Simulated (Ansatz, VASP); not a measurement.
## InSb3 in VASP and in Ansatz

```
In Sb
1.0
     4.63389    0.00000    0.00000
     0.00000    4.63389    0.00000
     0.00000    0.00000    4.63389
In Sb
1 3
Cartesian
  0.0000 0.0000 0.0000
  2.3169 0.0000 2.3169
  0.0000 2.3169 2.3169
  2.3169 2.3169 0.0000
```

Change from the starting cell: equal engineering shear yz, xz and xy +0.0000, equal normal strain along x, y and z -0.0200.

Alike in both runs: task single point; functional PBEsol; k mesh 8 × 8 × 8; occupations gaussian, width 0.15 eV; no spin polarisation.

```csv
,VASP,Ansatz
version,VASP 6.6.1,Ansatz 0.2.0
potentials or method,"VASP PAW PBE potentials, release 64 (In_d, Sb), cutoff 520 eV","scalar-relativistic, plane waves, PAW"
valence electrons in the cell,28,58
```

```tsv
	VASP	Ansatz	Ansatz less VASP
gap on the k mesh at the Fermi level (eV)	none	none	-
pressure (GPa)	4.2	4.2	-0.04
```

VASP's potentials were made for PBE, not for PBEsol, and Ansatz warns of the same on its side. A gap of «none» marks a metal or a gap that the smearing closes. With one functional, cell and mesh, what is left measures potentials, basis and numerics. VASP's potentials hold 28 valence electrons a cell and Ansatz's 58, so a difference there can come from the potentials and not from the codes.

Neither program's run includes spin-orbit coupling.
